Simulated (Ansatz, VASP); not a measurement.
## Two plane-wave programs on HfO2

```
Hf O
1.0
     0.00000    2.42963    2.62144
     2.42963    0.00000    2.62144
     2.42963    2.42963    0.00000
Hf O
1 2
Direct
  0.00000 0.00000 0.00000
  0.25000 0.25000 0.25000
  0.75000 0.75000 0.75000
```

Change from the starting cell: strain -0.050 along x and y, +0.025 along z, atoms carried along.

Alike in both runs: task single point; functional PBE; k mesh 8 × 8 × 8; occupations gaussian, width 0.05 eV; no spin polarisation.

```csv
,VASP,Ansatz
version,VASP 6.6.1,Ansatz 0.2.0
potentials or method,"VASP PAW PBE potentials, release 64 (Hf_pv, O), cutoff 520 eV","scalar-relativistic, plane waves, PAW"
valence electrons in the cell,22,38
```

Ansatz gave:

```
gap on the k mesh at the Fermi level (eV)                     : 2.94
least direct gap on the mesh (eV)                             : 3.32
pressure (GPa)                                                : 19.4
traceless stress, the component that is largest in VASP (GPa) : -25.15
```

Q: Estimate VASP's values.

A: gap on the k mesh at the Fermi level (eV): 2.95; least direct gap on the mesh (eV): 3.34; pressure (GPa): 15.1; traceless stress, the component that is largest in VASP (GPa): -25.68.

One of these differences is far larger than is usual between the two programs; its cause wasn't traced. VASP's potentials hold 22 valence electrons a cell and Ansatz's 38, so a difference there can come from the potentials and not from the codes.

Spin-orbit coupling is off throughout.
